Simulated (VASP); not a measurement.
Set up this calculation in VASP 6.6.1, as the native input.

```yaml
Task: single point
Functional: PBE
Potentials_or_basis: VASP PAW PBE potentials, release 64 (Si, Ni, Cu)
Cutoff: 520 eV
k_mesh: 4 × 4 × 4
Occupations: fermi-dirac, width 0.5 eV
Spin: no spin polarisation
Dipole_correction: no
Further_INCAR_settings: LREAL = Auto; ALGO = Normal; EDIFF = 1e-07; NBANDS = 76
```

The structure of CuSi8Ni8 (a cell with a defect) (Cu interstitial hop) lies in POSCAR:

```
CuSi8Ni8
1.0
    0.0000000000      3.3651339800      5.7333422500
    5.1836640600      0.0000000000      5.7333422500
    5.1836640600      3.3651339800      0.0000000000
Si Ni Cu
8 8 1
Direct
    0.2546589491      0.3130781331      0.5112038710
    0.8306490304      0.8238067105      0.9352146872
    0.2031829584      0.1933548551     -0.0032420336
    0.7691062723      0.6274301022      0.5626829006
    0.1773990505      0.7427781812      0.5884670384
    0.6989330686      0.2640607244      0.0669339118
    0.3458466005      0.7407210120      0.9394632938
    0.8264013099      0.2601668258      0.4200203853
    0.2462090413      0.4548682405      0.0510430164
    0.7148222955      0.9862545938      0.5196572303
    0.2823147162      0.0129570339      0.4835492926
    0.7863667804      0.5433363260      0.9795002060
    0.0617766790      0.7574343144      0.2475904981
    0.5182737898      0.3009368548      0.7040885365
    0.4767301942      0.7147074877      0.2891332203
    0.9864382589      0.1843135831      0.7794296190
    0.5903760150      1.0016618578      0.1754888852
```

These files were run (other wordings do the same):

INCAR

```
SYSTEM = CuSi8Ni8
PREC     = Accurate       ! precision mode
ENCUT    = 520            ! plane-wave cutoff, eV
EDIFF    = 1E-7           ! SCF threshold, eV
ISMEAR   = -1             ! smearing method
SIGMA    = 0.5            ! smearing width, eV
LREAL    = Auto         
LASPH    = .True.         ! aspherical terms in the spheres
NELM     = 80             ! most SCF steps
ALGO     = Normal         ! electronic algorithm
ISIF     = 2              ! what is computed and relaxed
LWAVE    = .False.        ! write WAVECAR
LCHARG   = .False.        ! write CHGCAR
GGA      = PE             ! functional
NBANDS   = 76             ! bands
```

KPOINTS

```
regular mesh
0
Gamma
  4 4 4
  0 0 0
```

Potentials or basis: VASP PAW PBE potentials, release 64 (Si, Ni, Cu).

Run with:

```bash
$ cat potpaw_PBE.64/Si/POTCAR potpaw_PBE.64/Ni/POTCAR potpaw_PBE.64/Cu/POTCAR > POTCAR
$ mpirun -np 1 vasp_std > vasp.out
```

It gave:

```yaml
Pressure: 12.2 GPa
Largest_force: 0.027 eV/Å
```

It took 15 min on 1 thread of Intel(R) Xeon(R) Platinum 8488C (Sapphire Rapids) (shared host), peak memory 0.52 GiB.
